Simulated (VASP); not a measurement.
Wanted: the native input for a VASP 6.6.1 run.

* Task: single point
* Functional: PBEsol
* Potentials or basis: VASP PAW PBE potentials, release 64 (Mo_sv, S)
* Cutoff: 520 eV
* k mesh: 12 × 12 × 2
* Occupations: gaussian, width 0.02 eV
* Spin: no spin polarisation
* Dipole correction: no
* Further INCAR settings: ALGO = Normal; EDIFF = 1e-06; NBANDS = 49

The structure of MoS2 lies in POSCAR:

```
MoS2
1.0
    3.1745004402      0.0000000000      0.0000000000
   -1.5872502201      2.7491980256      0.0000000000
    0.0000000000      0.0000000000     18.7179504961
Mo S
3 6
Direct
    0.0000000000      0.0000000000      0.0002315590
    0.6666666667      0.3333333333      0.3335648924
    0.3333333333      0.6666666667      0.6668982257
    0.3333333333      0.6666666667      0.2508833233
    0.6666666667      0.3333333333      0.0828841177
    0.0000000000      0.0000000000      0.5842166566
    0.3333333333      0.6666666667      0.4162174510
    0.6666666667      0.3333333333      0.9175499899
    0.0000000000      0.0000000000      0.7495507843
```

This cell differs from its parent crystal: biaxial strain in the a-b plane: +1.0 %, then relaxed in part.

These files were run (other wordings do the same):

INCAR

```
SYSTEM = MoS2
ALGO = Normal
EDIFF = 1E-6
ENCUT = 520
GGA = PS
ISIF = 2
ISMEAR = 0
LASPH = .True.
LCHARG = .False.
LREAL = .False.
LWAVE = .False.
NBANDS = 49
NELM = 80
PREC = Accurate
SIGMA = 0.02
```

KPOINTS

```
k-points
0
Gamma
  12 12 2
  0 0 0
```

Potentials or basis: VASP PAW PBE potentials, release 64 (Mo_sv, S).

The run is started by

```sh
$ cat potpaw_PBE.64/Mo_sv/POTCAR potpaw_PBE.64/S/POTCAR > POTCAR
$ mpirun -np 1 vasp_std > vasp.out
```

Results of the run:

* Pressure: -1.8 GPa
* Band gap on the k mesh: 0.96 eV

Caveat: the cell differs from its parent crystal (biaxial strain in the a-b plane: +1.0 %, then relaxed in part); the PAW data sets were made with another functional, which shifts forces and pressure a little; this functional lacks dispersion, which binds layers or chains, so the pressure and a relaxed spacing across them are unreliable.

Wall time 9.8 min on 1 thread of Intel Xeon 8259CL, with other jobs on the host, peak memory 0.4 GiB.
